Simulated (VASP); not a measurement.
Wanted: the native input for a VASP 6.6.1 run.

```yaml
Task: single point
Functional: r2SCAN
Potentials_or_basis: VASP PAW PBE potentials, release 64 (Nb_sv, Sb)
Cutoff: 520 eV
k_mesh: 6 × 6 × 6
Occupations: fermi-dirac, width 0.1 eV
Spin: no spin polarisation
Dipole_correction: no
Further_INCAR_settings: ALGO = Normal; EDIFF = 1e-07
```

NbSb3:

```
Nb Sb
1.0
     3.23325    5.60015    0.00000
    -3.23325    5.60015    0.00000
     0.00000   -3.73343    5.94168
Nb Sb
2 6
Direct
  0.16670 0.16670 0.50010
  0.83330 0.83330 0.49990
  0.42200 0.07850 0.24150
  0.74100 0.42200 0.24150
  0.07850 0.74100 0.24150
  0.57800 0.92150 0.75850
  0.25900 0.57800 0.75850
  0.92150 0.25900 0.75850
```

The input as run:

POSCAR

```
NbSb3
1.0
    3.2332525700      5.6001518900      0.0000000000
   -3.2332525700      5.6001518900      0.0000000000
    0.0000000000     -3.7334342500      5.9416819900
Nb Sb
2 6
Direct
    0.1667000000      0.1667000000      0.5001000000
    0.8333000000      0.8333000000      0.4999000000
    0.4220000000      0.0785000000      0.2415000000
    0.7410000000      0.4220000000      0.2415000000
    0.0785000000      0.7410000000      0.2415000000
    0.5780000000      0.9215000000      0.7585000000
    0.2590000000      0.5780000000      0.7585000000
    0.9215000000      0.2590000000      0.7585000000
```

INCAR.step1

```
  PREC = Accurate
  ENCUT = 520
  ISMEAR = -5
  SIGMA = 0.1
  LREAL = False
  LASPH = True
  NELM = 100
  LMAXMIX = 4
  GGA = PE
  ALGO = Normal
  EDIFF = 1E-4
  LWAVE = True
  LCHARG = False
```

INCAR.step2

```
  PREC = Accurate
  ENCUT = 520
  EDIFF = 1E-7
  ISMEAR = -1
  SIGMA = 0.1
  LREAL = False
  LASPH = True
  NELM = 100
  ALGO = Normal
  ISIF = 2
  LWAVE = False
  LCHARG = False
  LMAXMIX = 4
  METAGGA = R2SCAN
  LMIXTAU = True
  LORBIT = 11
  ISTART = 1
```

KPOINTS

```
Automatic mesh
0
Gamma
  6 6 6
```

Potentials or basis: VASP PAW PBE potentials, release 64 (Nb_sv, Sb).

Command:

```bash
$ cat potpaw_PBE.64/Nb_sv/POTCAR potpaw_PBE.64/Sb/POTCAR > POTCAR
$ cp INCAR.step1 INCAR
$ mpirun -np 1 vasp_std > vasp.out
$ cp INCAR.step2 INCAR
$ mpirun -np 1 vasp_std > vasp.out
```

Results of the run:

```yaml
Pressure: 6.9 GPa
Largest_force: 2.049 eV/Å
Band_gap_on_the_k_mesh: zero (bands 28 and 29 overlap by 0.70 eV)
Valence_electrons_inside_the_program's_atomic_spheres: Nb 10.87; Sb 2.44
```

Caveat: the cell stands under pressure; the PAW data sets were made with another functional, which shifts forces and pressure a little; spin-orbit coupling is left out, which moves the levels of the heavy elements.

It took 20 min on 1 thread of Intel(R) Xeon(R) Platinum 8488C (Sapphire Rapids), on a shared host, peak memory 0.52 GiB.
